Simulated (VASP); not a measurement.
# V in VASP: settings compared

V is run at these levels: LDA+U, PBE+U; tasks: single point.

Program: VASP 6.6.1. These are calculated values, not measurements. Logs are shortened: lines on timing, memory, paths and dates and some standing lists are left out, and cuts for length are marked.

### Step 1. The cell of the first run

The structure is cubic, space group Im-3m (No. 229). Conventional cell: a = 2.812 Å, b = 2.812 Å, c = 2.812 Å, α = 90.00°, β = 90.00°, γ = 90.00°. V (site symmetry m-3m) has 14 V at 2.43 to 2.81 Å within 3.2 Å.

### Step 2. Single point, LDA+U, collinear spin, ferromagnetic start (11.11 Å³/atom)

INCAR

```
  ALGO = Normal
  EDIFF = 1E-6
  ENCUT = 500
  GGA = CA
  GGA_COMPAT = False
  ISIF = 2
  ISMEAR = 1
  ISPIN = 2
  LASPH = True
  LCHARG = False
  LDAU = True
  LDAUJ = 0
  LDAUL = 2
  LDAUPRINT = 1
  LDAUTYPE = 2
  LDAUU = 6.2
  LMAXMIX = 4
  LORBIT = 11
  LREAL = False
  LWAVE = False
  MAGMOM = 1.78
  NBANDS = 16
  NELM = 200
  PREC = Accurate
  SIGMA = 0.025
```

KPOINTS

```
k-points
0
Gamma
  12 12 12
```

POSCAR

```
V
1.0
   -1.4057980100      1.4057980100      1.4057980100
    1.4057980100     -1.4057980100      1.4057980100
    1.4057980100      1.4057980100     -1.4057980100
V
1
Direct
    0.0000000000      0.0000000000      0.0000000000
```

Potentials or basis: VASP PAW LDA potentials, release 64 (V_sv).

Run with:

```bash
cat potpaw_LDA.64/V_sv/POTCAR > POTCAR
mpirun -np 1 vasp_std > vasp.out
```

OUTCAR:

```text
EDIFF = 1E-6
   ENCUT = 500
   GGA = CA
   ISIF = 2
   ISMEAR = 1
   ISPIN = 2
   LASPH = True
   LORBIT = 11
   LREAL = False
   NELM = 200
   PREC = Accurate

 ion  position               nearest neighbor table
   1  0.000  0.000  0.000-

  LATTYP: Found a body centered cubic cell.
 ALAT       =     2.8115960200

  Lattice vectors:

 A1 = (  -1.4057980100,   1.4057980100,   1.4057980100)
 A2 = (   1.4057980100,  -1.4057980100,   1.4057980100)
 A3 = (   1.4057980100,   1.4057980100,  -1.4057980100)

Analysis of symmetry for initial positions (statically):
=====================================================================
 Subroutine PRICEL returns:
 Original cell was already a primitive cell.

 Routine SETGRP: Setting up the symmetry group for a
 body centered cubic supercell.

 Subroutine GETGRP returns: Found 48 space group operations
 (whereof 48 operations were pure point group operations)
 out of a pool of 48 trial point group operations.

The static configuration has the point symmetry O_h .

Analysis of symmetry for dynamics (positions and initial velocities):
=====================================================================
 Subroutine PRICEL returns:
 Original cell was already a primitive cell.

 Routine SETGRP: Setting up the symmetry group for a
 body centered cubic supercell.

 Subroutine GETGRP returns: Found 48 space group operations
 (whereof 48 operations were pure point group operations)
 out of a pool of 48 trial point group operations.

The dynamic configuration has the point symmetry O_h .

Analysis of structural, dynamic, and magnetic symmetry:
=====================================================================
 Subroutine PRICEL returns:
 Original cell was already a primitive cell.

 Routine SETGRP: Setting up the symmetry group for a
 body centered cubic supercell.

 Subroutine GETGRP returns: Found 48 space group operations
 (whereof 48 operations were pure point group operations)
 out of a pool of 48 trial point group operations.

The overall configuration has the point symmetry O_h .

 Subroutine INISYM returns: Found 48 space group operations
 (whereof 48 operations are pure point group operations),
 and found     1 'primitive' translations

----------------------------------------------------------------------------------------

                                     Primitive cell

  volume of cell :      11.1129

  direct lattice vectors                    reciprocal lattice vectors
    -1.405798010  1.405798010  1.405798010     0.000000000  0.355669873  0.355669873
     1.405798010 -1.405798010  1.405798010     0.355669873  0.000000000  0.355669873
     1.405798010  1.405798010 -1.405798010     0.355669873  0.355669873  0.000000000

  length of vectors
     2.434913578  2.434913578  2.434913578     0.502993158  0.502993158  0.502993158

  position of ions in fractional coordinates (direct lattice)
     0.000000000  0.000000000  0.000000000

  ion indices of the primitive-cell ions
   primitive index   ion index
                 1           1

----------------------------------------------------------------------------------------

 KPOINTS: k-points

Automatic generation of k-mesh.
 Grid dimensions read from file:
 generate k-points for:   12   12   12

 Generating k-lattice:

  Cartesian coordinates                     Fractional coordinates (reciprocal lattice)
     0.000000000  0.029639156  0.029639156     0.083333333  0.000000000  0.000000000
[... 51 lines left out ...]
   ISTART =      0    job   : 0-new  1-cont  2-samecut
   ICHARG =      2    charge: 1-file 2-atom 10-const
   ISPIN  =      2    spin polarized calculation?
   LNONCOLLINEAR =      F non collinear calculations
   LSORBIT =      F    spin-orbit coupling
   LASPH  =      T    aspherical Exc in radial PAW
   ENCUT  =  500.0 eV  36.75 Ry    6.06 a.u.   4.44  4.44  4.44*2*pi/ulx,y,z
   NELM   =    200;   NELMIN=  2; NELMDL= -5     # of ELM steps
   EDIFF  = 0.1E-05   stopping-criterion for ELM
   LREAL  =      F    real-space projection
   EDIFFG = 0.1E-04   stopping-criterion for IOM
   NSW    =      0    number of steps for IOM
   IBRION =     -1    ionic relax: 0-MD 1-quasi-New 2-CG
   NFREE  =      0    steps in history (QN), initial steepest desc. (CG)
   ISIF   =      2    stress and relaxation
   ISYM   =      2    0-nonsym 1-usesym 2-fastsym
   POTIM  = 0.5000    time-step for ionic-motion
   TEBEG  =    0.0;   TEEND  =   0.0 temperature during run
   PSTRESS=    0.0 pullay stress
   NELECT =      13.0000    total number of electrons
   NUPDOWN=      -1.0000    fix difference up-down
   EMIN   =  10.00;   EMAX   =-10.00  energy-range for DOS
   EFERMI =   0.00;   METHOD = LEGACY
   ISMEAR =     1;   SIGMA  =   0.03  broadening in eV -4-tet -1-fermi 0-gaus
   EFERMI_NEDOS =   21; number of points for ismear=-14 and -15
   IALGO  =     38    algorithm
   IMIX   =      4    mixing-type and parameters
     AMIX     =   0.40;   BMIX     =  1.00
     AMIX_MAG =   1.60;   BMIX_MAG =  1.00
  volume/ion in A,a.u.               =      11.11        74.99
  Fermi-wavevector in a.u.,A,eV,Ry     =   1.724963  3.259707 40.484082  2.975496
  Thomas-Fermi vector in A             =   2.800553
   LORBIT       =     11    0 simple, 1 ext, 2 COOP (PROOUT), +10 PAW based schemes
 LDA+U is selected, type is set to LDAUTYPE =  2
   angular momentum for each species LDAUL =     2
   U (eV)           for each species LDAUU =   6.2
   J (eV)           for each species LDAUJ =   0.0
   GGA     = CA    functional components
   LHFCALC =     F    Hartree Fock is set to
   AEXX    =    0.0000 exact exchange contribution
   IVDW    =     0    specifies the selected vdW correction
   LEPSILON=     F    determine dielectric tensor
   LRPA    =     F    only Hartree local field effects (RPA)
 spin polarized calculation
 Methfessel and Paxton  Order N= 1 SIGMA  =   0.03
  energy-cutoff  :      500.00
  volume of cell :       11.11
 maximum number of plane-waves:       321
 NGX is ok and might be reduce to    18
   NGX =  9   NGY =  9   NGZ =  9

atom =   1  type =  1  l = 2

 onsite density matrix

spin component  1

  0.5189  0.0000  0.0000 -0.0000 -0.0000
  0.0000  0.5189  0.0000  0.0000  0.0000
  0.0000  0.0000  0.2313 -0.0000  0.0000
 -0.0000  0.0000 -0.0000  0.5189  0.0000
 -0.0000  0.0000  0.0000  0.0000  0.2313

spin component  2

  0.2435 -0.0000 -0.0000  0.0000  0.0000
 -0.0000  0.2435  0.0000  0.0000  0.0000
 -0.0000  0.0000  0.2637 -0.0000  0.0000
  0.0000  0.0000 -0.0000  0.2435  0.0000
  0.0000  0.0000  0.0000  0.0000  0.2637

 occupancies and eigenvectors

  o =  0.2313  v =  0.0000  0.0000  0.0833  0.0000  0.9965  0.0000  0.0000  0.0000  0.0000  0.0000      0.0000  0.0000  0.0000  0.0000  0.0000  0.0000  0.0000  0.0000  0.0000  0.0000
  o =  0.2313  v =  0.0000  0.0000  0.9965 -0.0000 -0.0833  0.0000  0.0000  0.0000  0.0000  0.0000      0.0000  0.0000  0.0000  0.0000  0.0000  0.0000  0.0000  0.0000  0.0000  0.0000
  o =  0.2435  v =  0.0000  0.0000  0.0000  0.0000  0.0000  1.0000  0.0000  0.0000  0.0000  0.0000      0.0000  0.0000  0.0000  0.0000  0.0000  0.0000  0.0000  0.0000  0.0000  0.0000
  o =  0.2435  v =  0.0000  0.0000  0.0000  0.0000  0.0000  0.0000  1.0000 -0.0000 -0.0062 -0.0000      0.0000  0.0000  0.0000  0.0000  0.0000  0.0000  0.0000  0.0000  0.0000  0.0000
  o =  0.2435  v =  0.0000  0.0000  0.0000  0.0000  0.0000  0.0000  0.0062 -0.0000  1.0000 -0.0000      0.0000  0.0000  0.0000  0.0000  0.0000  0.0000  0.0000  0.0000  0.0000  0.0000
  o =  0.2637  v =  0.0000  0.0000  0.0000  0.0000  0.0000  0.0000  0.0000 -0.0032  0.0000  1.0000      0.0000  0.0000  0.0000  0.0000  0.0000  0.0000  0.0000  0.0000  0.0000  0.0000
  o =  0.2637  v =  0.0000  0.0000  0.0000  0.0000  0.0000  0.0000 -0.0000 -1.0000 -0.0000 -0.0032      0.0000  0.0000  0.0000  0.0000  0.0000  0.0000  0.0000  0.0000  0.0000  0.0000
  o =  0.5189  v =  1.0000  0.0000  0.0000  0.0000  0.0000  0.0000  0.0000  0.0000  0.0000  0.0000      0.0000  0.0000  0.0000  0.0000  0.0000  0.0000  0.0000  0.0000  0.0000  0.0000
  o =  0.5189  v =  0.0000 -0.9979 -0.0000 -0.0651 -0.0000  0.0000  0.0000  0.0000  0.0000  0.0000      0.0000  0.0000  0.0000  0.0000  0.0000  0.0000  0.0000  0.0000  0.0000  0.0000
  o =  0.5189  v =  0.0000 -0.0651  0.0000  0.9979 -0.0000  0.0000  0.0000  0.0000  0.0000  0.0000      0.0000  0.0000  0.0000  0.0000  0.0000  0.0000  0.0000  0.0000  0.0000  0.0000

 number of electron      13.0000004 magnetization       0.8753661

 Free energy of the ion-electron system (eV)
  ---------------------------------------------------
  ext. energy  EPLUGINS =         0.00000000
  ---------------------------------------------------
  free energy    TOTEN  =        -3.04190339 eV

  energy without entropy =       -3.04192417  energy(sigma->0) =       -3.04191032

 E-fermi :  12.9577     XC(G=0): -14.3425

 val. band max:       12.9505007935   @ k =   0.1667   0.0833   0.0833
 cond. band min:      12.9897958730   @ k =  -0.3333   0.3333   0.0833
 fundamental gap:      0.0392950795
 Fermi energy:        12.9576540276

 spin component 1

 k-point     1 :       0.0000    0.0000    0.0000
  band No.  band energies     occupation
      1     -51.2414      1.00000
      2     -24.4921      1.00000
      3     -24.4921      1.00000
      4     -24.4921      1.00000
      5       5.0853      1.00000
      6      11.8742      1.00000
[... 895 lines left out ...]
      5      10.0478      1.00000
      6      12.1452      1.00000
[... 8 lines left out ...]
     15      44.9463      0.00000
     16      46.8154      0.00000

 [... further k-points ...]

------------------------ aborting loop because EDIFF is reached ----------------------------------------

  FORCE on cell =-STRESS in cart. coord.  units (eV):
  Direction    XX          YY          ZZ          XY          YZ          ZX
  --------------------------------------------------------------------------------------
  -------------------------------------------------------------------------------------
  Total        4.7269341      4.7269341      4.7269341      0.0000000     -0.0000000     -0.0000000
  in kB      681.4929463    681.4929463    681.4929463      0.0000000     -0.0000000     -0.0000000
  external PRESSURE =     681.4929463 kB  Pullay stress =       0.0000000 kB

 VOLUME and BASIS-vectors are now :
 -----------------------------------------------------------------------------
  energy-cutoff  :      500.00
  volume of cell :       11.11
      direct lattice vectors                 reciprocal lattice vectors
    -1.405798010  1.405798010  1.405798010     0.000000000  0.355669873  0.355669873
     1.405798010 -1.405798010  1.405798010     0.355669873  0.000000000  0.355669873
     1.405798010  1.405798010 -1.405798010     0.355669873  0.355669873  0.000000000

 POSITION                                       TOTAL-FORCE (eV/Angst)
 -----------------------------------------------------------------------------------
      0.00000      0.00000      0.00000        -0.000000     -0.000000      0.000000
 -----------------------------------------------------------------------------------
    total drift:                                0.000000     -0.000000      0.000000

  FREE ENERGIE OF THE ION-ELECTRON SYSTEM (eV)
  ---------------------------------------------------
  free  energy   TOTEN  =        -3.0419033859 eV

  energy  without entropy=       -3.0419241749  energy(sigma->0) =       -3.04191032

 total charge

# of ion       s       p       d       tot
------------------------------------------
    1        2.433   6.343   3.240  12.017

 magnetization (x)

# of ion       s       p       d       tot
------------------------------------------
    1        0.004   0.058   0.756   0.818
```

Run time: 49 s. Hardware: 1 thread of AMD EPYC 7R43 (Zen 3), shared host; peak memory 0.09 GiB.

What came out:

- Free energy: -3.0419 eV
- Pressure: 68.1 GPa
- Net moment: 0.88 μB per cell
- Site moments: V +0.82 μB
- Valence electrons inside the program's atomic spheres: V 12.02

Levels at points of the mesh, in eV from the Fermi level:
Spin up:
```tsv
k point	band 4	band 5	band 6	band 7	band 8	band 9	band 10	band 11
(0.00, 0.00, 0.00)	-37.45	-7.87	-1.08	-1.08	-1.08	3.30	3.30	20.99
(0.50, 0.00, 0.00)	-37.47	-4.77	-3.03	1.56	2.80	3.73	3.84	11.77
(0.50, 0.50, 0.50)	-38.54	-3.78	-3.78	3.21	3.21	3.21	11.10	11.10
```
Spin down:
```tsv
k point	band 3	band 4	band 5	band 6	band 7	band 8	band 9	band 10
(0.00, 0.00, 0.00)	-36.78	-36.78	-7.43	1.38	1.38	1.38	3.52	3.52
(0.50, 0.00, 0.00)	-37.28	-36.81	-3.50	-0.68	1.99	3.71	4.08	6.24
(0.50, 0.50, 0.50)	-37.88	-37.88	-3.56	-3.56	5.70	5.70	5.70	11.66
```

Eigenvalues of the final occupation matrices:
```tsv
site	spin	trace	eigenvalues
site 1 d	1	2.02	0.23 0.23 0.52 0.52 0.52
site 1 d	2	1.26	0.24 0.24 0.24 0.26 0.26
```

Caveat: the cell stands under pressure; the U is typed as a test and isn't derived for this compound. The state reached can hang on the start; a lower one may exist.

### Step 3. Single point, PBE+U, collinear spin, ferromagnetic start (cell strained by +1.0% along z)

INCAR

```
SYSTEM = V
GGA = PE
ISPIN = 2
MAGMOM = 2
LORBIT = 11
LDAU = .TRUE.
LDAUTYPE = 2
LDAUL = 2
LDAUU = 6
LDAUJ = 0
ISMEAR = 1
SIGMA = 0.05
LWAVE = .FALSE.
LCHARG = .FALSE.
ISIF = 2
PREC = Accurate
LASPH = .TRUE.
LREAL = .FALSE.
ALGO = Normal
EDIFF = 1E-6
NELM = 200
GGA_COMPAT = .FALSE.
ENCUT = 700
LMAXMIX = 4
KPAR = 2
```

KPOINTS

```
Automatic mesh
0
Gamma
  28 28 28
  0 0 0
```

POSCAR

```
V
1.0
   -1.5143500000      1.5143500000      1.5294935000
    1.5143500000     -1.5143500000      1.5294935000
    1.5143500000      1.5143500000     -1.5294935000
V
1
Direct
    0.0000000000      0.0000000000      0.0000000000
```

Potentials or basis: VASP PAW PBE potentials, release 64 (V_sv).

Run with:

```bash
cat potpaw_PBE.64/V_sv/POTCAR > POTCAR
mpirun -np 2 vasp_std > vasp.out
```

Run time: 2.5 min. Hardware: 2 MPI ranks of Intel Xeon 6975P-C (Granite Rapids), shared host; peak memory 0.63 GiB.

It converged, with:

| Quantity | Value |
| --- | --- |
| Free energy | -3.3399 eV |
| Pressure | 43.9 GPa |
| Net moment | 2.13 μB per cell |
| Site moments | V +1.98 μB |
| Valence electrons inside the program's atomic spheres | V 11.59 |

Stress tensor (GPa, compression positive):
```
44.41  0.00  0.00
 0.00 44.41  0.00
 0.00  0.00 42.75
```

Levels at points of the mesh, in eV from the Fermi level:
Spin up:
```
           k point  band 3  band 4  band 5  band 6  band 7  band 8  band 9  band 10  band 11
(0.00, 0.00, 0.00)  -38.91  -38.91   -8.27   -3.09   -3.09   -3.03    2.90     3.00    18.22
(0.50, 0.00, 0.00)  -39.16  -38.91   -5.32   -4.41   -0.24    0.41    1.77     3.30     7.60
(0.50, 0.50, 0.00)  -39.18  -38.92   -5.34   -4.48   -0.16    0.43    1.86     3.33     7.69
```
Spin down:
```tsv
k point	band 3	band 4	band 5	band 6	band 7	band 8
(0.00, 0.00, 0.00)	-37.06	-37.06	-7.43	3.19	3.19	3.25
(0.50, 0.00, 0.00)	-37.31	-37.08	-2.34	0.47	1.45	3.78
(0.50, 0.50, 0.00)	-37.33	-37.08	-2.34	0.56	1.35	3.83
```

Caveat: the cell differs from its parent crystal (cell strained by +1.0% along z); the cell stands under pressure; the U is typed as a test and isn't derived for this compound.
